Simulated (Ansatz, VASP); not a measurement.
**BaTiO3: VASP beside Ansatz**

```
Ba Ti O
1.0
     2.85228    1.64676    2.33882
    -2.85228    1.64676    2.33882
     0.00000   -3.29353    2.33882
Ba Ti O
1 1 3
Direct
  0.00000 0.00000 0.00000
  0.48450 0.48450 0.48450
  0.50860 0.50860 0.01750
  0.01750 0.50860 0.50860
  0.50860 0.01750 0.50860
```

Alike in both runs: task single point; functional r2SCAN; k mesh 6 × 6 × 6; no spin polarisation.

|  | VASP | Ansatz |
| --- | --- | --- |
| version | VASP 6.6.1 | Ansatz 0.2.0 |
| potentials or method | VASP PAW PBE potentials, release 64 (Ba_sv, Ti_sv, O), cutoff 660 eV | plane waves, PAW |
| occupations | gaussian, width 0.01 eV | fixed |
| valence electrons in the cell | 40 | 40 |

VASP gave:

- pressure (GPa): -1.0
- traceless stress, the component that is largest in VASP (GPa): 0.09

Q: Estimate Ansatz's values.

A: Pressure (GPa): -2.6; traceless stress, the component that is largest in VASP (GPa): 0.15.

VASP's potentials were made for PBE, not for r2SCAN. Ansatz's warnings: structure snapped to symmetry.

Neither program's run includes spin-orbit coupling.
